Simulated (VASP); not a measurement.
# FePt (Tetraferroplatinum) in VASP: notebook

FePt (Tetraferroplatinum) is run at these levels: PBE; tasks: single point.

All numbers are computed with VASP 6.6.1; they aren't measurements. Logs are shortened: lines on timing, memory, paths and dates and some standing lists are left out, and cuts for length are marked.

## 1. The cell of the first run

It takes space group P4/mmm (No. 123, tetragonal). The conventional cell has a = 2.724 Å, b = 2.724 Å, c = 3.720 Å, α = 90.00°, β = 90.00°, γ = 90.00°. Fe (site symmetry 4/mmm) has 8 Pt at 2.68 Å and 4 Fe at 2.72 Å within 3.5 Å. Within 3.5 Å of Pt (site symmetry 4/mmm) lie 8 Fe at 2.68 Å and 4 Pt at 2.72 Å.

## 2. Single point, PBE, collinear spin, ferromagnetic start

INCAR reads:

```
SYSTEM = FePt
  PREC = Accurate
  ENCUT = 520
  EDIFF = 1E-7
  ISMEAR = 0
  SIGMA = 0.15
  LREAL = .FALSE.
  LASPH = .TRUE.
  NELM = 150
  ALGO = Normal
  ISIF = 2
  LWAVE = .FALSE.
  LCHARG = .TRUE.
  ISPIN = 2
  MAGMOM = 3.5 0
  LORBIT = 11
  LMAXMIX = 4
  GGA = PE
  LELF = .TRUE.
  LVHAR = .TRUE.
  NBANDS = 20
```

KPOINTS reads:

```
Automatic mesh
0
G
  6 6 5
  0 0 0
```

POSCAR reads:

```
FePt
1.0
    2.7235000000      0.0000000000      0.0000000000
    0.0000000000      2.7235000000      0.0000000000
    0.0000000000      0.0000000000      3.7200000000
Fe Pt
1 1
Direct
    0.0000000000      0.0000000000      0.0000000000
    0.5000000000      0.5000000000      0.5000000000
```

Potentials or basis: VASP PAW PBE potentials, release 64 (Fe, Pt).

Command:

```sh
cat potpaw_PBE.64/Fe/POTCAR potpaw_PBE.64/Pt/POTCAR > POTCAR
mpirun -np 1 vasp_std > vasp.out
```

OUTCAR:

```text
SYSTEM = FePt
   PREC = Accurate
   ENCUT = 520
   EDIFF = 1E-7
   ISMEAR = 0
   LREAL = .FALSE.
   LASPH = .TRUE.
   NELM = 150
   ISIF = 2
   ISPIN = 2
   LORBIT = 11
   GGA = PE

 ion  position               nearest neighbor table
   1  0.000  0.000  0.000-   2 2.68   2 2.68   2 2.68   2 2.68   2 2.68   2 2.68   2 2.68   2 2.68

   2  0.500  0.500  0.500-   1 2.68   1 2.68   1 2.68   1 2.68   1 2.68   1 2.68   1 2.68   1 2.68

  LATTYP: Found a simple tetragonal cell.
 ALAT       =     2.7235000000
 C/A-ratio  =     1.3658894804

  Lattice vectors:

 A1 = (   2.7235000000,   0.0000000000,   0.0000000000)
 A2 = (   0.0000000000,   2.7235000000,   0.0000000000)
 A3 = (   0.0000000000,   0.0000000000,   3.7200000000)

Analysis of symmetry for initial positions (statically):
=====================================================================
 Subroutine PRICEL returns:
 Original cell was already a primitive cell.

 Routine SETGRP: Setting up the symmetry group for a
 simple tetragonal supercell.

 Subroutine GETGRP returns: Found 16 space group operations
 (whereof 16 operations were pure point group operations)
 out of a pool of 16 trial point group operations.

The static configuration has the point symmetry D_4h.

Analysis of symmetry for dynamics (positions and initial velocities):
=====================================================================
 Subroutine PRICEL returns:
 Original cell was already a primitive cell.

 Routine SETGRP: Setting up the symmetry group for a
 simple tetragonal supercell.

 Subroutine GETGRP returns: Found 16 space group operations
 (whereof 16 operations were pure point group operations)
 out of a pool of 16 trial point group operations.

The dynamic configuration has the point symmetry D_4h.

Analysis of structural, dynamic, and magnetic symmetry:
=====================================================================
 Subroutine PRICEL returns:
 Original cell was already a primitive cell.

 Routine SETGRP: Setting up the symmetry group for a
 simple tetragonal supercell.

 Subroutine GETGRP returns: Found 16 space group operations
 (whereof 16 operations were pure point group operations)
 out of a pool of 16 trial point group operations.

The overall configuration has the point symmetry D_4h.

 Subroutine INISYM returns: Found 16 space group operations
 (whereof 16 operations are pure point group operations),
 and found     1 'primitive' translations

----------------------------------------------------------------------------------------

                                     Primitive cell
[... 108 lines left out ...]
   IALGO  =     38    algorithm
   IMIX   =      4    mixing-type and parameters
     AMIX     =   0.40;   BMIX     =  1.00
     AMIX_MAG =   1.60;   BMIX_MAG =  1.00
  volume/ion in A,a.u.               =      13.80        93.10
  Fermi-wavevector in a.u.,A,eV,Ry     =   1.419819  2.683070 27.427809  2.015887
  Thomas-Fermi vector in A             =   2.540800
   LORBIT       =     11    0 simple, 1 ext, 2 COOP (PROOUT), +10 PAW based schemes
   GGA     = PE    functional components
   LHFCALC =     F    Hartree Fock is set to
   AEXX    =    0.0000 exact exchange contribution
   IVDW    =     0    specifies the selected vdW correction
   LEPSILON=     F    determine dielectric tensor
   LRPA    =     F    only Hartree local field effects (RPA)
 spin polarized calculation
 Gauss-broadening in eV      SIGMA  =   0.15
  energy-cutoff  :      520.00
  volume of cell :       27.59
 maximum number of plane-waves:       760
   NGX = 11   NGY = 11   NGZ = 13

 number of electron      17.9999997 magnetization       3.2400626

 Free energy of the ion-electron system (eV)
  ---------------------------------------------------
  ext. energy  EPLUGINS =         0.00000000
  ---------------------------------------------------
  free energy    TOTEN  =       -14.82836484 eV

  energy without entropy =      -14.80663032  energy(sigma->0) =      -14.81749758

 E-fermi :   8.7053     XC(G=0): -13.0581

 val. band max:        8.7021949959   @ k =   0.3333   0.1667   0.0000
 cond. band min:       8.7084847592   @ k =   0.3333   0.1667   0.2000
 fundamental gap:      0.0062897633
 Fermi energy:         8.7053262918

 spin component 1

 k-point     1 :       0.0000    0.0000    0.0000
  band No.  band energies     occupation
      1      -0.8894      1.00000
      2       2.3549      1.00000
      3       2.5219      1.00000
      4       5.2632      1.00000
      5       5.2632      1.00000
      6       5.8434      1.00000
[... 541 lines left out ...]
     19      29.9935      0.00000
     20      30.4559      0.00000

 [... further k-points ...]

 spin component 2

 k-point     1 :       0.0000    0.0000    0.0000
  band No.  band energies     occupation
      1      -0.7581      1.00000
      2       2.8991      1.00000
      3       2.9115      1.00000
      4       6.3316      1.00000
      5       6.3316      1.00000
      6       7.8866      1.00000
[... 541 lines left out ...]
     19      30.1266      0.00000
     20      30.6681      0.00000

 [... further k-points ...]
[... 5 lines left out ...]
  --------------------------------------------------------------------------------------
  -------------------------------------------------------------------------------------
  Total        0.2337928      0.2337928      0.7728888      0.0000000      0.0000000     -0.0000000
  in kB       13.5751320     13.5751320     44.8776294      0.0000000      0.0000000     -0.0000000
  external PRESSURE =      24.0092978 kB  Pullay stress =       0.0000000 kB

 VOLUME and BASIS-vectors are now :
 -----------------------------------------------------------------------------
  energy-cutoff  :      520.00
  volume of cell :       27.59
      direct lattice vectors                 reciprocal lattice vectors
     2.723500000  0.000000000  0.000000000     0.367174592  0.000000000  0.000000000
     0.000000000  2.723500000  0.000000000     0.000000000  0.367174592  0.000000000
     0.000000000  0.000000000  3.720000000     0.000000000  0.000000000  0.268817204

 POSITION                                       TOTAL-FORCE (eV/Angst)
 -----------------------------------------------------------------------------------
      0.00000      0.00000      0.00000         0.000000      0.000000      0.000000
      1.36175      1.36175      1.86000         0.000000      0.000000      0.000000
 -----------------------------------------------------------------------------------
    total drift:                               -0.000000      0.000000      0.000000

  FREE ENERGIE OF THE ION-ELECTRON SYSTEM (eV)
  ---------------------------------------------------
  free  energy   TOTEN  =       -14.8283648425 eV

  energy  without entropy=      -14.8066303220  energy(sigma->0) =      -14.81749758

 total charge

# of ion       s       p       d       tot
------------------------------------------
    1        0.407   0.451   6.131   6.990
    2        0.716   0.662   8.054   9.432
--------------------------------------------------
tot          1.123   1.113  14.185  16.422

 magnetization (x)

# of ion       s       p       d       tot
------------------------------------------
    1        0.002  -0.008   2.890   2.884
    2       -0.025  -0.066   0.425   0.334
--------------------------------------------------
tot         -0.023  -0.074   3.315   3.219
```

OSZICAR:

```text
N       E                     dE             d eps       ncg     rms          rms(c)
DAV:   1     0.921015343347E+02    0.92102E+02   -0.85063E+03  2600   0.100E+03
DAV:   2    -0.124409338262E+02   -0.10454E+03   -0.93060E+02  2452   0.217E+02
DAV:   3    -0.161974870668E+02   -0.37566E+01   -0.36523E+01  2820   0.466E+01
DAV:   4    -0.162402396581E+02   -0.42753E-01   -0.42727E-01  2688   0.421E+00
DAV:   5    -0.162413819850E+02   -0.11423E-02   -0.11423E-02  2904   0.786E-01    0.165E+01
DAV:   6    -0.171486575200E+02   -0.90728E+00   -0.99297E+00  2676   0.611E+01    0.229E+01
DAV:   7    -0.149552148065E+02    0.21934E+01   -0.81785E+00  3096   0.569E+01    0.792E+00
DAV:   8    -0.148859983490E+02    0.69216E-01   -0.30713E-01  3020   0.727E+00    0.364E+00
DAV:   9    -0.148412681890E+02    0.44730E-01   -0.52102E-02  3508   0.423E+00    0.186E+00
DAV:  10    -0.148286382725E+02    0.12630E-01   -0.23451E-02  3608   0.267E+00    0.479E-01
DAV:  11    -0.148284325452E+02    0.20573E-03   -0.15925E-03  3028   0.444E-01    0.185E-01
DAV:  12    -0.148283681439E+02    0.64401E-04   -0.11412E-04  3416   0.135E-01    0.768E-02
DAV:  13    -0.148283660473E+02    0.20966E-05   -0.36507E-05  3088   0.112E-01    0.372E-02
DAV:  14    -0.148283647068E+02    0.13405E-05   -0.31895E-06  3128   0.324E-02    0.115E-02
DAV:  15    -0.148283647668E+02   -0.59974E-07   -0.14558E-06  3392   0.239E-02    0.356E-03
DAV:  16    -0.148283648425E+02   -0.75746E-07   -0.16405E-07  1652   0.564E-03
   1 F= -.14828365E+02 E0= -.14817498E+02  d E =-.217345E-01  mag=     3.2401
```

stdout:

```text
POSCAR found type information on POSCAR FePt
 POSCAR found :  2 types and       2 ions
 scaLAPACK will be used
 LDA part: xc-table for (Slater+PW92), standard interpolation
 POSCAR, INCAR and KPOINTS ok, starting setup
 FFT: planning ... GRIDC
 FFT: planning ... GRID_SOFT
 FFT: planning ... GRID
 WAVECAR not read
 entering main loop
```

It took 69 s on 1 thread of AMD EPYC 7R13, shared host; peak memory 0.13 GiB.

What came out:

| Quantity | Value |
| --- | --- |
| Free energy | -14.8284 eV |
| Pressure | 2.4 GPa |
| Net moment | 3.24 μB per cell |
| Site moments | Fe +2.88; Pt +0.33 μB |
| Valence electrons inside the program's atomic spheres | Fe 6.99; Pt 9.43 |

Stress tensor (GPa, compression positive):
```
1.36 0.00 0.00
0.00 1.36 0.00
0.00 0.00 4.49
```

Caveat: the k points lie up to 0.38 Å⁻¹ apart; spin-orbit coupling is left out, which moves the levels of the heavy elements.

## 3. Single point, PBE, collinear spin, ferromagnetic start

INCAR reads:

```
SYSTEM = FePt
ALGO     = Normal         ! electronic algorithm
EDIFF    = 1E-7           ! SCF threshold, eV
ENCUT    = 520            ! plane-wave cutoff, eV
GGA      = PE             ! functional
ISIF     = 2              ! what is computed and relaxed
ISMEAR   = 0              ! smearing method
ISPIN    = 2              ! spin polarisation
LASPH    = .True.         ! aspherical terms in the spheres
LCHARG   = .True.         ! write CHGCAR
LELF     = .True.         ! ELF
LMAXMIX  = 4              ! l up to which the mixer works
LORBIT   = 11             ! projections on sites
LREAL    = .False.        ! projectors in reciprocal space
LVHAR    = .True.       
LWAVE    = .False.        ! write WAVECAR
MAGMOM   = 3.5 0          ! initial moments
NBANDS   = 20             ! bands
NELM     = 150            ! most SCF steps
PREC     = Accurate       ! precision mode
SIGMA    = 0.15           ! smearing width, eV
```

KPOINTS reads:

```
k-points
0
Gamma
  6 6 5
  0 0 0
```

Changes to POSCAR since step 2:

```diff
@@ -9,2 +9,2 @@
     0.0000000000      0.0000000000      0.0000000000
-    0.5000000000      0.5000000000      0.5000000000
+    0.5000000000      0.5000000000      0.5150000000
```

Potentials or basis: VASP PAW PBE potentials, release 64 (Fe, Pt).

Command:

```sh
cat potpaw_PBE.64/Fe/POTCAR potpaw_PBE.64/Pt/POTCAR > POTCAR
mpirun -np 1 vasp_std > vasp.out
```

It took 70 s on 1 thread of AMD EPYC 7R13, shared host; peak memory 0.13 GiB.

Results (log left out):

```yaml
Free_energy: -14.8145 eV
Pressure: 2.7 GPa
Largest_force: 0.499 eV/Å
Net_moment: 3.24 μB per cell
Site_moments: Fe +2.88; Pt +0.33 μB
Valence_electrons_inside_the_program's_atomic_spheres: Fe 6.99; Pt 9.43
```

Forces in eV/Å, atoms in the order of the input:
```
Fe   0.000  0.000  0.499
Pt   0.000  0.000 -0.499
```

Stress tensor (GPa, compression positive):
```
1.63 0.00 0.00
0.00 1.63 0.00
0.00 0.00 4.86
```

Levels at points of the mesh, in eV from the Fermi level:
Spin up:
```tsv
k point	band 9	band 10	band 11	band 12	band 13	band 14
(0.00, 0.00, 0.00)	-0.54	-0.39	-0.39	2.31	9.75	11.67
(0.50, 0.00, 0.00)	-2.08	-1.62	0.19	2.00	10.41	10.52
(0.50, 0.50, 0.00)	-0.47	0.52	1.62	1.62	7.58	9.98
```
Spin down:
```csv
k point,band 5,band 6,band 7,band 8,band 9,band 10,band 11,band 12
"(0.00, 0.00, 0.00)",-2.38,-0.81,-0.80,0.55,1.69,1.69,1.72,2.51
"(0.50, 0.00, 0.00)",-2.50,-1.41,-1.14,-0.90,0.58,0.74,2.33,2.55
"(0.50, 0.50, 0.00)",0.90,1.25,1.63,1.70,1.74,1.74,1.76,1.76
```

Caveat: the k points lie up to 0.38 Å⁻¹ apart; spin-orbit coupling is left out, which moves the levels of the heavy elements.

## 4. Single point, PBE, collinear spin, ferromagnetic start

INCAR reads:

```
SYSTEM = FePt
  ALGO = Normal
  EDIFF = 1E-6
  ENCUT = 520
  GGA = PE
  ISIF = 2
  ISMEAR = 0
  ISPIN = 2
  LASPH = .TRUE.
  LCHARG = .FALSE.
  LMAXMIX = 4
  LORBIT = 11
  LREAL = .FALSE.
  LWAVE = .FALSE.
  MAGMOM = 3.5 0
  NBANDS = 20
  NELM = 150
  PREC = Accurate
  SIGMA = 0.15
```

KPOINTS reads:

```
k-points
0
G
  6 6 5
  0 0 0
```

Changes to POSCAR since step 3:

```diff
@@ -9,2 +9,2 @@
     0.0000000000      0.0000000000      0.0000000000
-    0.5000000000      0.5000000000      0.5150000000
+    0.5000000000      0.5000000000      0.5300000000
```

Potentials or basis: VASP PAW PBE potentials, release 64 (Fe, Pt).

Command:

```sh
cat potpaw_PBE.64/Fe/POTCAR potpaw_PBE.64/Pt/POTCAR > POTCAR
mpirun -np 1 vasp_std > vasp.out
```

OUTCAR:

```text
SYSTEM = FePt
   EDIFF = 1E-6
   ENCUT = 520
   GGA = PE
   ISIF = 2
   ISMEAR = 0
   ISPIN = 2
   LASPH = .TRUE.
   LORBIT = 11
   LREAL = .FALSE.
   NELM = 150
   PREC = Accurate

 ion  position               nearest neighbor table
   1  0.000  0.000  0.000-   2 2.60   2 2.60   2 2.60   2 2.60   2 2.76   2 2.76   2 2.76   2 2.76

   2  0.500  0.500  0.530-   1 2.60   1 2.60   1 2.60   1 2.60   1 2.76   1 2.76   1 2.76   1 2.76

  LATTYP: Found a simple tetragonal cell.
 ALAT       =     2.7235000000
 C/A-ratio  =     1.3658894804

  Lattice vectors:

 A1 = (   2.7235000000,   0.0000000000,   0.0000000000)
 A2 = (   0.0000000000,   2.7235000000,   0.0000000000)
 A3 = (   0.0000000000,   0.0000000000,   3.7200000000)

Analysis of symmetry for initial positions (statically):
=====================================================================
 Subroutine PRICEL returns:
 Original cell was already a primitive cell.

 Routine SETGRP: Setting up the symmetry group for a
 simple tetragonal supercell.

 Subroutine GETGRP returns: Found  8 space group operations
[... 743 lines left out ...]

 k-point     1 :       0.0000    0.0000    0.0000
  band No.  band energies     occupation
      1      -0.7616      1.00000
      2       2.8585      1.00000
      3       2.8945      1.00000
      4       6.3128      1.00000
      5       6.3128      1.00000
      6       7.8744      1.00000
[... 541 lines left out ...]
     19      30.1533      0.00000
     20      30.7271      0.00000

 [... further k-points ...]
[... 5 lines left out ...]
  --------------------------------------------------------------------------------------
  -------------------------------------------------------------------------------------
  Total        0.4221703      0.4221703      1.0178890      0.0000000      0.0000000      0.0000000
  in kB       24.5132327     24.5132327     59.1035134      0.0000000      0.0000000      0.0000000
  external PRESSURE =      36.0433263 kB  Pullay stress =       0.0000000 kB

 VOLUME and BASIS-vectors are now :
 -----------------------------------------------------------------------------
  energy-cutoff  :      520.00
  volume of cell :       27.59
      direct lattice vectors                 reciprocal lattice vectors
     2.723500000  0.000000000  0.000000000     0.367174592  0.000000000  0.000000000
     0.000000000  2.723500000  0.000000000     0.000000000  0.367174592  0.000000000
     0.000000000  0.000000000  3.720000000     0.000000000  0.000000000  0.268817204

 POSITION                                       TOTAL-FORCE (eV/Angst)
 -----------------------------------------------------------------------------------
      0.00000      0.00000      0.00000         0.000000      0.000000      1.001920
      1.36175      1.36175      1.97160        -0.000000     -0.000000     -1.001920
 -----------------------------------------------------------------------------------
    total drift:                               -0.000000     -0.000000     -0.000231

  FREE ENERGIE OF THE ION-ELECTRON SYSTEM (eV)
  ---------------------------------------------------
  free  energy   TOTEN  =       -14.7726375899 eV

  energy  without entropy=      -14.7502445470  energy(sigma->0) =      -14.76144107

 total charge

# of ion       s       p       d       tot
------------------------------------------
    1        0.410   0.456   6.140   7.006
    2        0.719   0.665   8.057   9.442
--------------------------------------------------
tot          1.129   1.120  14.198  16.447

 magnetization (x)

# of ion       s       p       d       tot
------------------------------------------
    1        0.002  -0.009   2.872   2.865
    2       -0.026  -0.067   0.426   0.333
--------------------------------------------------
tot         -0.024  -0.076   3.298   3.199
```

OSZICAR:

```text
N       E                     dE             d eps       ncg     rms          rms(c)
DAV:   1     0.913174802513E+02    0.91317E+02   -0.85238E+03  2616   0.101E+03
DAV:   2    -0.123809718229E+02   -0.10370E+03   -0.92223E+02  2476   0.216E+02
DAV:   3    -0.161276650541E+02   -0.37467E+01   -0.36417E+01  2784   0.468E+01
DAV:   4    -0.161707617043E+02   -0.43097E-01   -0.43069E-01  2740   0.427E+00
DAV:   5    -0.161718783783E+02   -0.11167E-02   -0.11166E-02  2844   0.774E-01    0.166E+01
DAV:   6    -0.170315861177E+02   -0.85971E+00   -0.96929E+00  2696   0.613E+01    0.225E+01
DAV:   7    -0.149018249389E+02    0.21298E+01   -0.74305E+00  3080   0.575E+01    0.797E+00
DAV:   8    -0.148297669765E+02    0.72058E-01   -0.31276E-01  3032   0.736E+00    0.363E+00
DAV:   9    -0.147848270620E+02    0.44940E-01   -0.52022E-02  3508   0.433E+00    0.183E+00
DAV:  10    -0.147729007246E+02    0.11926E-01   -0.21875E-02  3636   0.262E+00    0.470E-01
DAV:  11    -0.147727173766E+02    0.18335E-03   -0.15260E-03  3052   0.450E-01    0.189E-01
DAV:  12    -0.147726356081E+02    0.81769E-04   -0.97861E-05  3520   0.133E-01    0.722E-02
DAV:  13    -0.147726386968E+02   -0.30887E-05   -0.32911E-05  2964   0.104E-01    0.355E-02
DAV:  14    -0.147726376025E+02    0.10943E-05   -0.29107E-06  2768   0.316E-02    0.111E-02
DAV:  15    -0.147726375899E+02    0.12630E-07   -0.11961E-06  1576   0.234E-02
   1 F= -.14772638E+02 E0= -.14761441E+02  d E =-.223930E-01  mag=     3.2212
```

stdout:

```text
POSCAR found type information on POSCAR FePt
 POSCAR found :  2 types and       2 ions
 scaLAPACK will be used
 LDA part: xc-table for (Slater+PW92), standard interpolation
 POSCAR, INCAR and KPOINTS ok, starting setup
 FFT: planning ... GRIDC
 FFT: planning ... GRID_SOFT
 FFT: planning ... GRID
 WAVECAR not read
 entering main loop
```

Wall time 62 s (1 thread of AMD EPYC 7R13, shared host); peak memory 0.13 GiB.

What came out:

```yaml
Free_energy: -14.7726 eV
Pressure: 3.6 GPa
Largest_force: 1.002 eV/Å
Net_moment: 3.22 μB per cell
Site_moments: Fe +2.87; Pt +0.33 μB
Valence_electrons_inside_the_program's_atomic_spheres: Fe 7.01; Pt 9.44
```

Forces in eV/Å, atoms in the order of the input:
```
Fe   0.000  0.000  1.002
Pt   0.000  0.000 -1.002
```

Caveat: the k points lie up to 0.38 Å⁻¹ apart; spin-orbit coupling is left out, which moves the levels of the heavy elements; forces of over 1 eV/Å act on the atoms, so gaps and moduli don't describe the material at rest.
